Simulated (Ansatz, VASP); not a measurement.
Zr2C3 in VASP and in Ansatz

```
Zr C
1.0
     3.03555   -1.67931   -0.00015
     3.03555    1.67931   -0.00015
    -2.79556    0.00000    6.02070
Zr C
2 3
Direct
  0.75529 0.75529 0.21352
  0.24471 0.24471 0.78648
  0.00000 0.00000 0.00000
  0.44421 0.44421 0.56524
  0.55579 0.55579 0.43476
```

Change from the starting cell: the structure that the rattled A-type sesquioxide type (P-3m1, No. 164) fell into.

Alike in both runs: functional PBE; k mesh 14 × 14 × 6; occupations gaussian, width 0.1 eV; no spin polarisation.

Ansatz relaxed the structure, and its values are those at the end. VASP's run is a single point on that final structure, the one shown.

|  | VASP | Ansatz |
| --- | --- | --- |
| version | VASP 6.6.1 | Ansatz 0.2.0 |
| potentials or method | VASP PAW PBE potentials, release 64 (Zr_sv, C), cutoff 520 eV | scalar-relativistic, plane waves, PAW |
| valence electrons in the cell | 36 | 36 |

Ansatz gave:

* gap on the k mesh at the Fermi level (eV): none
* pressure (GPa): 0.0
* rms of the force components (eV/Å): 0.002

**Question.** Estimate VASP's values.

**Answer.** gap on the k mesh at the Fermi level (eV): none; pressure (GPa): 0.3; rms of the force components (eV/Å): 0.032.

A gap of «none» marks a metal or a gap that the smearing closes.
